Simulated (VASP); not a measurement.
## Al3BP4: single point with PBE

Crystal: Al3BP4.

```
B P Al
1.0
     5.38029    0.00000    0.00000
     0.00000    5.38029    0.00000
     0.00000    0.00000    5.38029
B P Al
1 4 3
Direct
  0.00000 0.00000 0.00000
  0.22592 0.22592 0.22592
  0.77408 0.77408 0.22592
  0.77408 0.22592 0.77408
  0.22592 0.77408 0.77408
  0.50000 0.50000 0.00000
  0.50000 0.00000 0.50000
  0.00000 0.50000 0.50000
```

This cell differs from its parent crystal: volume changed by +6%.

```
Program             : VASP 6.6.1
Task                : single point
Functional          : PBE
Potentials or basis : VASP PAW PBE potentials, release 64 (B, P, Al)
Cutoff              : 520 eV
k mesh              : 4 × 4 × 4
Occupations         : gaussian, width 0.01 eV
Spin                : no spin polarisation
```

The pressure is -5.0 GPa and the largest force is 0.060 eV/Å. The band gap on the k mesh is 0.95 eV, indirect (least direct gap 1.49 eV).

Forces in eV/Å, atoms in the order of the input:
```
B    0.000  0.000  0.000
P    0.035  0.035  0.035
P   -0.035 -0.035  0.035
P   -0.035  0.035 -0.035
P    0.035 -0.035 -0.035
Al   0.000  0.000  0.000
Al   0.000  0.000  0.000
Al   0.000  0.000  0.000
```

Levels at points of the mesh, in eV from the valence-band top:
```tsv
k point	band 13	band 14	band 15	band 16	band 17	band 18	band 19	band 20
(0.00, 0.00, 0.00)	-2.11	0.00	0.00	0.00	1.51	1.52	1.52	1.52
(0.50, 0.00, 0.00)	-1.80	-1.80	-0.99	-0.99	1.97	2.41	3.68	4.06
(0.50, 0.50, 0.00)	-1.39	-1.39	-0.95	-0.44	2.56	2.65	3.91	3.91
(0.50, 0.50, 0.50)	-0.70	-0.70	-0.54	-0.54	0.95	2.70	2.70	2.70
```

It took 35 s on 1 thread of Intel Xeon 6975P-C, on a shared host, peak memory 0.25 GiB.

 A k mesh can miss the band edges.
